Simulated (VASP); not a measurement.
The system is HfB.

```xyz
2
Lattice="0.0000 2.3100 2.3100 2.3100 0.0000 2.3100 2.3100 2.3100 0.0000" Properties=species:S:1:pos:R:3 pbc="T T T"
Hf    2.3100    2.3100    2.3100
B     0.0000    0.0000    0.0000
```

Base run:

```yaml
Program: VASP 6.6.1
Functional: PBEsol
Potentials_or_basis: VASP PAW PBE potentials, release 64 (Hf_pv, B)
Cutoff: 520 eV
k_mesh: 10 × 10 × 10
Occupations: gaussian, width 0.1 eV
Spin: no spin polarisation
```

Its results: pressure 24.3 GPa.

Question: The run is repeated on the same cell with these changes: functional from PBEsol to LDA; potentials or basis from VASP PAW PBE potentials, release 64 (Hf_pv, B) to VASP PAW LDA potentials, release 64 (Hf_pv, B). What comes out?

Answer: Pressure 19.6 GPa.

Caveats: the PAW data sets were made with another functional, which shifts forces and pressure a little (some runs).
